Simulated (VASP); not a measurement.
Write the native input for VASP 6.6.1 that does the following.

- Task: single point
- Functional: PBEsol
- Potentials or basis: VASP PAW PBE potentials, release 64 (C)
- Cutoff: 600 eV
- k mesh: 9 × 9 × 9
- Occupations: gaussian, width 0.02 eV
- Spin: no spin polarisation
- Dipole correction: no
- Further INCAR settings: ALGO = Normal; EDIFF = 1e-06; NBANDS = 11

The structure of C lies in POSCAR:

```
C
1.0
   -0.0071073303      1.7430727498      1.7430727498
    1.7430727498     -0.0071073303      1.7430727498
    1.7430727498      1.7430727498     -0.0071073303
C
2
Direct
   -0.0000970539     -0.0000970539     -0.0000970539
    0.2500970539      0.2500970539      0.2500970539
```

This cell differs from its parent crystal: strained cell.

These files were run (other wordings do the same):

INCAR

```
SYSTEM = C
ALGO = Normal
EDIFF = 1E-6
ENCUT = 600
GGA = PS
GGA_COMPAT = .FALSE.
ISIF = 2
ISMEAR = 0
LASPH = .TRUE.
LCHARG = .FALSE.
LREAL = .FALSE.
LWAVE = .FALSE.
NBANDS = 11
NELM = 120
PREC = Accurate
SIGMA = 0.02
```

KPOINTS

```
k-points
0
G
  9 9 9
  0 0 0
```

Potentials or basis: VASP PAW PBE potentials, release 64 (C).

Launch:

```console
$ cat potpaw_PBE.64/C/POTCAR > POTCAR
$ mpirun -np 1 vasp_std > vasp.out
```

Results of the run:

```
Pressure               : 26.1 GPa
Largest force          : 0.003 eV/Å
Band gap on the k mesh : 4.16 eV, indirect (least direct gap 5.63 eV)
```

Caveat: the cell differs from its parent crystal (strained cell); the PAW data sets were made with another functional, which shifts forces and pressure a little.

Run time: 14 s on 1 thread of AMD EPYC 7R43 64-Core Processor (Zen 3) (shared host), peak memory 0.08 GiB.
